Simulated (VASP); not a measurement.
Rh:

```
Rh
1.0
     4.43314    0.00000    0.00000
     0.00000    4.43314    0.00000
     0.00000    0.00000    4.43314
Rh
6
Direct
  0.00000 0.50000 0.25000
  0.00000 0.50000 0.75000
  0.25000 0.00000 0.50000
  0.50000 0.25000 0.00000
  0.50000 0.75000 0.00000
  0.75000 0.00000 0.50000
```

```yaml
Program: VASP 6.6.1
Task: relaxation of cell and atoms
Functional: PBE
Potentials_or_basis: VASP PAW PBE potentials, release 64 (Rh_pv)
Cutoff: 600 eV
k_mesh: 4 × 4 × 4
Occupations: gaussian, width 0.1 eV
Spin: no spin polarisation
```

At the start: pressure 40.8 GPa; volume 14.52 Å³/atom.

Q: How do energy, volume and symmetry change on relaxing?

A: Over 5 steps the energy falls by 261.2 meV/atom and the volume is 16.91 Å³/atom (+16.5 %); space group Pm-3n (No. 223, to 0.05 Å).

Step by step:
| step | energy change (eV) | largest force (eV/Å) | pressure (GPa) | volume (Å³) |
| --- | --- | --- | --- | --- |
| 1 | 0.0000 | 0.0000 | 40.81 | 87.12 |
| 2 | 3.0491 | 0.0000 | -25.24 | 142.58 |
| 3 | -1.5454 | 0.0000 | -3.37 | 103.51 |
| 4 | -1.5658 | 0.0000 | -0.84 | 101.97 |
| 5 | -1.5670 | 0.0000 | 0.01 | 101.49 |

Final structure:
```yaml
crystal:
  lattice:
    - [4.66451, 0.00000, 0.00000]
    - [0.00000, 4.66451, 0.00000]
    - [0.00000, 0.00000, 4.66451]
  atoms:
    - { symbol: Rh, position: [0.00000, 0.50000, 0.25000] }
    - { symbol: Rh, position: [0.00000, 0.50000, 0.75000] }
    - { symbol: Rh, position: [0.25000, 0.00000, 0.50000] }
    - { symbol: Rh, position: [0.50000, 0.25000, 0.00000] }
    - { symbol: Rh, position: [0.50000, 0.75000, 0.00000] }
    - { symbol: Rh, position: [0.75000, 0.00000, 0.50000] }
```

Caveat: the volume moved by over 15 % at a fixed basis, so the end points are rough.
